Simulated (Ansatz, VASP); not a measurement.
## Ag in VASP and in Ansatz

```
Ag
1.0
     0.00000    2.01245    2.04310
     2.04310    0.00000    2.04310
     2.04310    2.01245    0.00000
Ag
1
Direct
  0.00000 0.00000 0.00000
```

Change from the starting cell: strain -0.0150 x Voigt [0, 1, 0, 0, 0, 0], atoms carried along.

Alike in both runs: task single point; functional PBEsol; k mesh 20 × 20 × 20; occupations gaussian, width 0.15 eV; no spin polarisation.

|  | VASP | Ansatz |
| --- | --- | --- |
| version | VASP 6.6.1 | Ansatz 0.2.0 |
| potentials or method | VASP PAW PBE potentials, release 64 (Ag), cutoff 520 eV | scalar-relativistic, plane waves, PAW |
| valence electrons in the cell | 11 | 19 |

```tsv
	VASP	Ansatz	Ansatz less VASP
gap on the k mesh at the Fermi level (eV)	none	none	-
pressure (GPa)	-1.2	-1.0	+0.22
traceless stress, the component that is largest in VASP (GPa)	0.38	0.39	+0.005
```

VASP's potentials were made for PBE, not for PBEsol. A gap of «none» marks a metal or a gap that the smearing closes. With one functional, cell and mesh, what is left measures potentials, basis and numerics. VASP's potentials hold 11 valence electrons a cell and Ansatz's 19, so a difference there can come from the potentials and not from the codes.
